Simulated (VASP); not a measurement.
# PtSe (rocksalt type) (Fm-3m) in VASP: further runs, part 2 of 2

VASP 6.6.1.

## Step 3: Electric field gradients, r2SCAN (functional r2scan, volume scaled by 1.04)

Contents of POSCAR:

```
PtSe
1.0
    0.0000000000      2.6787590262      2.6787590262
    2.6787590262      0.0000000000      2.6787590262
    2.6787590262      2.6787590262      0.0000000000
Pt Se
1 1
Direct
    0.0000000000      0.0000000000      0.0000000000
    0.5000000000      0.5000000000      0.5000000000
```

Contents of INCAR.step1:

```
  ALGO = Normal
  EDIFF = 1E-4
  ENCUT = 520
  GGA = PE
  ISMEAR = -1
  LASPH = True
  LCHARG = False
  LREAL = False
  LWAVE = True
  NBANDS = 15
  NELM = 100
  PREC = Accurate
  SIGMA = 0.03
```

Contents of INCAR.step2:

```
  ALGO = Normal
  EDIFF = 1E-8
  ENCUT = 520
  ISIF = 2
  ISMEAR = -1
  ISTART = 1
  LASPH = True
  LCHARG = False
  LEFG = True
  LMIXTAU = True
  LREAL = False
  LWAVE = False
  METAGGA = R2SCAN
  NBANDS = 15
  NELM = 100
  PREC = Accurate
  SIGMA = 0.03
```

Contents of KPOINTS:

```
k-points
0
Gamma
  11 11 11
```

Potentials or basis: VASP PAW PBE potentials, release 64 (Pt, Se).

Started as:

```sh
$ cat potpaw_PBE.64/Pt/POTCAR potpaw_PBE.64/Se/POTCAR > POTCAR
$ cp INCAR.step1 INCAR
$ mpirun -np 1 vasp_std > vasp.out
$ cp INCAR.step2 INCAR
$ mpirun -np 1 vasp_std > vasp.out
```

OUTCAR:

```text
EDIFF = 1E-8
   ENCUT = 520
   ISIF = 2
   ISMEAR = -1
   ISTART = 1
   LASPH = True
   LREAL = False
   METAGGA = R2SCAN
   NELM = 100
   PREC = Accurate

 ion  position               nearest neighbor table
   1  0.000  0.000  0.000-   2 2.68   2 2.68   2 2.68   2 2.68   2 2.68   2 2.68
   2  0.500  0.500  0.500-   1 2.68   1 2.68   1 2.68   1 2.68   1 2.68   1 2.68

  LATTYP: Found a face centered cubic cell.
 ALAT       =     5.3575180524

  Lattice vectors:

 A1 = (   0.0000000000,   2.6787590262,   2.6787590262)
 A2 = (   2.6787590262,   0.0000000000,   2.6787590262)
 A3 = (   2.6787590262,   2.6787590262,   0.0000000000)

Analysis of symmetry for initial positions (statically):
=====================================================================
 Subroutine PRICEL returns:
 Original cell was already a primitive cell.

 Routine SETGRP: Setting up the symmetry group for a
 face centered cubic supercell.

 Subroutine GETGRP returns: Found 48 space group operations
 (whereof 48 operations were pure point group operations)
 out of a pool of 48 trial point group operations.

The static configuration has the point symmetry O_h .

Analysis of symmetry for dynamics (positions and initial velocities):
=====================================================================
 Subroutine PRICEL returns:
 Original cell was already a primitive cell.

 Routine SETGRP: Setting up the symmetry group for a
 face centered cubic supercell.

 Subroutine GETGRP returns: Found 48 space group operations
 (whereof 48 operations were pure point group operations)
 out of a pool of 48 trial point group operations.

The dynamic configuration has the point symmetry O_h .

 Subroutine INISYM returns: Found 48 space group operations
 (whereof 48 operations are pure point group operations),
 and found     1 'primitive' translations

----------------------------------------------------------------------------------------

                                     Primitive cell

  volume of cell :      38.4442

  direct lattice vectors                    reciprocal lattice vectors
     0.000000000  2.678759026  2.678759026    -0.186653594  0.186653594  0.186653594
     2.678759026  0.000000000  2.678759026     0.186653594 -0.186653594  0.186653594
     2.678759026  2.678759026  0.000000000     0.186653594  0.186653594 -0.186653594

  length of vectors
     3.788337345  3.788337345  3.788337345     0.323293508  0.323293508  0.323293508

  position of ions in fractional coordinates (direct lattice)
     0.000000000  0.000000000  0.000000000
     0.500000000  0.500000000  0.500000000

  ion indices of the primitive-cell ions
   primitive index   ion index
                 1           1
                 2           2

----------------------------------------------------------------------------------------

 KPOINTS: k-points

Automatic generation of k-mesh.
 Grid dimensions read from file:
 generate k-points for:   11   11   11

 Generating k-lattice:

  Cartesian coordinates                     Fractional coordinates (reciprocal lattice)
    -0.016968509  0.016968509  0.016968509     0.090909091  0.000000000  0.000000000
[... 76 lines left out ...]
   IALGO  =     38    algorithm
   IMIX   =      4    mixing-type and parameters
     AMIX     =   0.40;   BMIX     =  1.00
     AMIX_MAG =   1.60;   BMIX_MAG =  1.00
  volume/ion in A,a.u.               =      19.22       129.72
  Fermi-wavevector in a.u.,A,eV,Ry     =   1.222281  2.309777 20.326718  1.493972
  Thomas-Fermi vector in A             =   2.357434
   LORBIT       =      0    0 simple, 1 ext, 2 COOP (PROOUT), +10 PAW based schemes
   METAGGA = R2SCAN    functional components
   LHFCALC =     F    Hartree Fock is set to
   AEXX    =    0.0000 exact exchange contribution
   IVDW    =     0    specifies the selected vdW correction
   LEPSILON=     F    determine dielectric tensor
   LRPA    =     F    only Hartree local field effects (RPA)
 non-spin polarized calculation
  energy-cutoff  :      520.00
  volume of cell :       38.44
 maximum number of plane-waves:      1044
   NGX = 15   NGY = 15   NGZ = 15

 number of electron      15.9999998 magnetization

 Free energy of the ion-electron system (eV)
  ---------------------------------------------------
  ext. energy  EPLUGINS =         0.00000000
  ---------------------------------------------------
  free energy    TOTEN  =       -65.87455287 eV

  energy without entropy =      -65.87119506  energy(sigma->0) =      -65.87287397

 E-fermi :   6.7028     XC(G=0): -11.9690

 val. band max:        6.6785693853   @ k =  -0.4545   0.2727   0.0909
 cond. band min:       6.7555818554   @ k =  -0.0909   0.0909   0.0000
 fundamental gap:      0.0770124701
 Fermi energy:         6.7027744064

 k-point     1 :       0.0000    0.0000    0.0000
  band No.  band energies     occupation
      1      -8.7550      2.00000
      2       3.6719      2.00000
      3       3.6719      2.00000
      4       3.6719      2.00000
      5       3.7502      2.00000
      6       3.7502      2.00000
      7       5.2051      2.00000
      8       5.2051      2.00000
      9       5.2051      2.00000
     10       8.2810      0.00000
     11      17.3601      0.00000
     12      18.5905      0.00000
     13      18.5905      0.00000
     14      18.5905      0.00000
[... 401 lines left out ...]
      2       0.7830      2.00000
      3       1.7744      2.00000
      4       2.4301      2.00000
      5       4.0564      2.00000
      6       4.3778      2.00000
      7       5.1415      2.00000
      8       5.8107      2.00000
      9       8.8379      0.00000
     10      12.3414      0.00000
     11      13.8494      0.00000
     12      15.0525      0.00000
     13      15.2036      0.00000
     14      18.6739      0.00000
     15      21.3376      0.00000

 [... further k-points ...]
[... 5 lines left out ...]
  --------------------------------------------------------------------------------------
  -------------------------------------------------------------------------------------
  Total       -1.8285895     -1.8285895     -1.8285895      0.0000000      0.0000000      0.0000000
  in kB      -76.2071749    -76.2071749    -76.2071749      0.0000000      0.0000000      0.0000000
  external PRESSURE =     -76.2071749 kB  Pullay stress =       0.0000000 kB

 VOLUME and BASIS-vectors are now :
 -----------------------------------------------------------------------------
  energy-cutoff  :      520.00
  volume of cell :       38.44
      direct lattice vectors                 reciprocal lattice vectors
     0.000000000  2.678759026  2.678759026    -0.186653594  0.186653594  0.186653594
     2.678759026  0.000000000  2.678759026     0.186653594 -0.186653594  0.186653594
     2.678759026  2.678759026  0.000000000     0.186653594  0.186653594 -0.186653594

 POSITION                                       TOTAL-FORCE (eV/Angst)
 -----------------------------------------------------------------------------------
      0.00000      0.00000      0.00000        -0.000000      0.000000      0.000000
      2.67876      2.67876      2.67876         0.000000     -0.000000     -0.000000
 -----------------------------------------------------------------------------------
    total drift:                               -0.000000      0.000000      0.000000

  FREE ENERGIE OF THE ION-ELECTRON SYSTEM (eV)
  ---------------------------------------------------
  free  energy   TOTEN  =       -65.8745528735 eV

  energy  without entropy=      -65.8711950569  energy(sigma->0) =      -65.87287397

 Electric field gradients (V/A^2)
---------------------------------------------------------------------
 ion       V_xx      V_yy      V_zz      V_xy      V_xz      V_yz
---------------------------------------------------------------------
   1       0.000     0.000     0.000    -0.000    -0.000    -0.000
   2       0.000    -0.000    -0.000     0.000     0.000     0.000
---------------------------------------------------------------------

 Electric field gradients after diagonalization (V/A^2)
 (convention: |V_zz| > |V_xx| > |V_yy|)
----------------------------------------------------------------------
 ion       V_xx      V_yy      V_zz     asymmetry (V_yy - V_xx)/ V_zz
----------------------------------------------------------------------
   1       0.000     0.000    -0.001       0.000
   2      -0.000    -0.000     0.000       0.000
----------------------------------------------------------------------

           NMR quadrupolar parameters

 Cq : quadrupolar parameter    Cq=e*Q*V_zz/h
 eta: asymmetry parameters     (V_yy - V_xx)/ V_zz
 Q  : nuclear electric quadrupole moment in mb (millibarn)
----------------------------------------------------------------------
 ion       Cq(MHz)       eta       Q (mb)
----------------------------------------------------------------------
   1      -0.000       0.000       1.000
   2       0.000       0.000       1.000
----------------------------------------------------------------------
```

Run time: 1.9 min. Hardware: 1 thread of Intel Xeon 6975P-C, shared host; peak memory 0.19 GiB.

What came out:

```yaml
Free_energy: -65.8746 eV
Pressure: -7.6 GPa
Band_gap_on_the_k_mesh: zero (band 8 reaches 9.46 eV, above the bottom of band 9 at 5.21 eV)
```

Caveat: without QUAD_EFG the Cq values of the log hold for a quadrupole moment of 1 mb, not for the nuclei; the PAW data sets were made with another functional, which shifts forces and pressure a little; spin-orbit coupling is left out, which moves the levels of the heavy elements.
